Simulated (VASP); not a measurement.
Set up this calculation in VASP 6.6.1, as the native input.

* Task: single point
* Functional: PBE
* Potentials or basis: VASP PAW PBE potentials, release 64 (Si, O)
* Cutoff: 520 eV
* k mesh: 7 × 7 × 11
* Occupations: fermi-dirac, width 0.02 eV
* Spin: no spin polarisation
* Dipole correction: no
* Further INCAR settings: ALGO = Normal; EDIFF = 1e-06; NBANDS = 25

The structure of SiO2 lies in POSCAR:

```
SiO2
1.0
    4.1667000000      0.0000000000      0.0000000000
    0.0000000000      4.1667000000      0.0000000000
    0.0000000000      0.0000000000      2.5845650000
Si O
2 4
Direct
    0.0000000000      0.0000000000      0.0000000000
    0.5000000000      0.5000000000      0.5000000000
    0.3048850504      0.3048850504      0.0000000000
    0.1951149496      0.8048850504      0.5000000000
    0.6951149496      0.6951149496      0.0000000000
    0.8048850504      0.1951149496      0.5000000000
```

This cell differs from its parent crystal: z stretched by -3 %, then relaxed in part.

One way to write it, as run:

INCAR

```
ALGO     = Normal         # electronic algorithm
EDIFF    = 1E-6           # SCF threshold, eV
ENCUT    = 520            # plane-wave cutoff, eV
GGA      = PE             # functional
ISIF     = 2              # what is computed and relaxed
ISMEAR   = -1             # smearing method
LASPH    = T              # aspherical terms in the spheres
LCHARG   = T              # write CHGCAR
LELF     = T              # ELF
LREAL    = F              # projectors in reciprocal space
LVHAR    = T            
LWAVE    = F              # write WAVECAR
NBANDS   = 25             # bands
NELM     = 60             # most SCF steps
PREC     = Accurate       # precision mode
SIGMA    = 0.02           # smearing width, eV
```

KPOINTS

```
k-points
0
Gamma
  7 7 11
```

Potentials or basis: VASP PAW PBE potentials, release 64 (Si, O).

Command:

```bash
$ cat potpaw_PBE.64/Si/POTCAR potpaw_PBE.64/O/POTCAR > POTCAR
$ mpirun -np 1 vasp_std > vasp.out
```

Results of the run:

```
Pressure               : 25.7 GPa
Largest force          : 0.028 eV/Å
Band gap on the k mesh : 6.32 eV
```

Caveat: the cell differs from its parent crystal (z stretched by -3 %, then relaxed in part); the cell stands under pressure; an odd mesh through Γ misses points on the zone boundary, where band edges can lie.

Run time: 71 s on 1 thread of Intel Xeon 8259CL, on a shared host, peak memory 0.18 GiB.
